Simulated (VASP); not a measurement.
Write the native input for VASP 6.6.1 that does the following.

```yaml
Task: single point
Functional: PBE
Potentials_or_basis: VASP PAW PBE potentials, release 64 (C)
Cutoff: 520 eV
k_mesh: 4 × 3 × 1
Occupations: gaussian, width 0.1 eV
Spin: no spin polarisation
Dipole_correction: yes
Further_INCAR_settings: LREAL = Auto; ALGO = Normal; EDIFF = 1e-07; NBANDS = 58
```

The structure of C lies in POSCAR:

```
C
1.0
    8.5436715397      0.0000000000      0.0000000000
   -2.1359178849      8.6110540261      0.0000000000
    0.0000000000      0.0000000000     20.2788007832
C
21
Direct
    0.0782061927      0.9794914374      0.1972503228
    0.5782061927      0.9794914374      0.1972503228
    0.4115395260      0.9794914374      0.1972503228
    0.9115395260      0.9794914374      0.1972503228
    0.3230790521      0.9589828749      0.2574344515
    0.8230790521      0.9589828749      0.2574344515
    0.1564123854      0.9589828749      0.2574344515
    0.6564123854      0.9589828749      0.2574344515
    0.0669021140      0.9383828210      0.3175270363
    0.5669021140      0.9383828210      0.3175270363
    0.4022889475      0.9383826198      0.3175270428
    0.9022889475      0.9383826198      0.3175270428
    0.3111130272      0.9176686575      0.3778997954
    0.8111130272      0.9176686575      0.3778997954
    0.1477209690      0.9176686633      0.3778997232
    0.6477209690      0.9176686633      0.3778997232
    0.0473696781      0.8987954720      0.4329048592
    0.5473696781      0.8987954720      0.4329048592
    0.4020261490      0.8987947670      0.4329053220
    0.9020261490      0.8987947670      0.4329053220
    0.2973696781      1.1487954720      0.3745428476
```

One way to write it, as run:

INCAR

```
SYSTEM = C
PREC     = Accurate       ! precision mode
ENCUT    = 520            ! plane-wave cutoff, eV
EDIFF    = 1E-7           ! SCF threshold, eV
ISMEAR   = 0              ! smearing method
SIGMA    = 0.1            ! smearing width, eV
LREAL    = Auto         
LASPH    = .TRUE.         ! aspherical terms in the spheres
NELM     = 100            ! most SCF steps
ALGO     = Normal         ! electronic algorithm
ISIF     = 2              ! what is computed and relaxed
LWAVE    = .FALSE.        ! write WAVECAR
LCHARG   = .FALSE.        ! write CHGCAR
LDIPOL   = .TRUE.       
IDIPOL   = 3            
DIPOL    = 0.5 0.5 0.319
GGA      = PE             ! functional
NBANDS   = 58             ! bands
```

KPOINTS

```
regular mesh
0
G
  4 3 1
  0 0 0
```

Potentials or basis: VASP PAW PBE potentials, release 64 (C).

The run is started by

```console
$ cat potpaw_PBE.64/C/POTCAR > POTCAR
$ mpirun -np 1 vasp_std > vasp.out
```

Results of the run:

```
Largest force          : 6.486 eV/Å
Band gap on the k mesh : zero (bands 42 and 43 overlap by 0.06 eV)
```

It took 29 min on 1 thread of Intel(R) Xeon(R) Platinum 8488C (Sapphire Rapids), with other jobs on the host, peak memory 1.4 GiB.
